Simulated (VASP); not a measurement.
A run of VASP 6.6.1 is set up as follows.

File INCAR:

```
SYSTEM = Cu2Sn2Pd
ALGO = Normal ; EDIFF = 1E-6
ENCUT = 520 ; ISIF = 2
ISMEAR = -1 ; LASPH = .True.
LCHARG = .False. ; LREAL = .False.
LWAVE = .False. ; NBANDS = 38
NELM = 80 ; PREC = Accurate
SIGMA = 0.1
```

Contents of KPOINTS:

```
k-points
0
Gamma
  6 6 4
  0 0 0
```

File POSCAR:

```
Cu2Sn2Pd
1.0
    4.3787591027      0.0000000000      0.0000000000
   -2.1893790555      3.7921168839      0.0000000000
    0.0000000000      0.0000000000      5.4754407473
Cu Sn Pd
2 2 1
Direct
    0.3333333333      0.6666666667      0.7023370000
    0.6666666667      0.3333333333      0.2976630000
    0.3333333333      0.6666666667      0.2042310000
    0.6666666667      0.3333333333      0.7957690000
    0.0000000000      0.0000000000      0.5000000000
```

Potentials or basis: VASP PAW LDA potentials, release 64 (Cu, Sn_d, Pd).

Command:

```sh
$ cat potpaw_LDA.64/Cu/POTCAR potpaw_LDA.64/Sn_d/POTCAR potpaw_LDA.64/Pd/POTCAR > POTCAR
$ mpirun -np 1 vasp_std > vasp.out
```

(1) Predict the band gap on the k mesh.

(2) What does it give for the pressure?

(3) What does it give for the largest force?

Answers

(1) zero (band 30 reaches 9.67 eV, above the bottom of band 31 at 6.53 eV).

(2) -6.3 GPa.

(3) 0.155 eV/Å.

Caveat: spin-orbit coupling is left out, which moves the levels of the heavy elements.
